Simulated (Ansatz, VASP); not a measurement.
## One calculation of V, two programs

File INCAR:

```
PREC = Accurate
ENCUT = 500
EDIFF = 1E-6
ISMEAR = -1
SIGMA = 0.1
LREAL = False
LASPH = True
NELM = 200
ALGO = Normal
ISIF = 2
LWAVE = False
LCHARG = True
ISPIN = 2
MAGMOM = 0
LORBIT = 11
LMAXMIX = 4
GGA = PE
LELF = True
LVHAR = True
NBANDS = 16
GGA_COMPAT = False
```

The input KPOINTS:

```
regular mesh
0
Gamma
  8 8 8
```

POSCAR

```
V
1.0
    0.0000000000      1.9085000000      1.9085000000
    1.9085000000      0.0000000000      1.9085000000
    1.9085000000      1.9085000000      0.0000000000
V
1
Direct
    0.0000000000      0.0000000000      0.0000000000
```

Input for Ansatz:

```yaml
crystal:
  lattice:
    - [0, 1.9085, 1.9085]
    - [1.9085, 0, 1.9085]
    - [1.9085, 1.9085, 0]
  atoms:
    - { symbol: V, position: [0, 0, 0] }
kpoints:
  mp_grid: { grid: [8, 8, 8], shift: [0, 0, 0] }
hamiltonian:
  xc: pbe
  pseudopotentials: { kind: paw }
magnetization:
  spin_polarized: true
scf:
  occupations: { method: fermi_dirac }
```

Alike in both runs: task single point; functional PBE; k mesh 8 × 8 × 8; collinear spin.

```csv
,VASP,Ansatz
version,VASP 6.6.1,Ansatz 0.2 development build
potentials or method,"VASP PAW PBE potentials, release 64 (V_sv)","PAW hard, scalar-relativistic"
plane-wave cutoff (eV),500,840
occupations,"fermi-dirac, width 0.1 eV",fermi-dirac
```

|  | VASP | Ansatz | Ansatz less VASP |
| --- | --- | --- | --- |
| net moment per atom (μB) | 0.00 | 0.00 | 0.000 |
